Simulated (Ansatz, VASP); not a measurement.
# O: VASP beside Ansatz

INCAR

```
SYSTEM = O
ALGO = Normal
EDIFF = 1E-6
ENCUT = 520
ISIF = 2
ISMEAR = -1
LASPH = .TRUE.
LCHARG = .TRUE.
LELF = .TRUE.
LREAL = .FALSE.
LVHAR = .TRUE.
LWAVE = .FALSE.
NBANDS = 13
NELM = 100
PREC = Accurate
SIGMA = 0.08
```

Contents of KPOINTS:

```
k-points
0
G
  14 14 14
  0 0 0
```

POSCAR

```
O
1.0
    0.0000000000      1.9147547599      3.9501433705
    1.5215354374      0.0000000000      3.9501433705
    1.5215354374      1.9147547599      0.0000000000
O
2
Direct
    0.4210980000      0.4210980000      0.5789020000
    0.5789020000      0.5789020000      0.4210980000
```

Input for Ansatz:

```yaml
crystal:
  lattice:
    - [0.0, 1.9147547599, 3.9501433705]
    - [1.5215354374, 0.0, 3.9501433705]
    - [1.5215354374, 1.9147547599, 0.0]
  atoms:
    - { symbol: O, position: [0.421098, 0.421098, 0.578902] }
    - { symbol: O, position: [0.578902, 0.578902, 0.421098] }
kpoints:
  mp_grid: { grid: [14, 14, 14] }
scf:
  occupations: { method: fermi_dirac, width: 0.08 }
hamiltonian:
  xc: lda
  pseudopotentials: { kind: all_electron, lapw: { basis_error: 0.001 } }
output:
  forces: true
  stress: true
  eigenvalues: true
```

Change from the starting cell: volume scaled by 1.04.

Alike in both runs: task single point; functional LDA; k mesh 14 × 14 × 14; occupations fermi-dirac, width 0.08 eV; no spin polarisation.

```csv
,VASP,Ansatz
version,VASP 6.6.1,Ansatz 0.2.0
potentials or method,"VASP PAW LDA potentials, release 64 (O), cutoff 520 eV","all-electron LAPW, scalar-relativistic"
```

Ansatz gave:

* pressure (GPa): -14.5
* traceless stress, the component that is largest in VASP (GPa): -12.78
* rms of the force components (eV/Å): 1.736

Which values does VASP return?

Pressure (GPa): -11.8; traceless stress, the component that is largest in VASP (GPa): -6.69; rms of the force components (eV/Å): 1.116.

LDA's correlation is that of Perdew and Zunger in VASP and of Perdew and Wang (1992) in Ansatz. Atom by atom the forces differ by 0.620 eV/Å (rms over components). Ansatz ran all-electron here, and VASP with PAW potentials.

Noted on VASP's run: the standard files for N, O and F lose accuracy on very short bonds; spin is off for a triplet molecule.
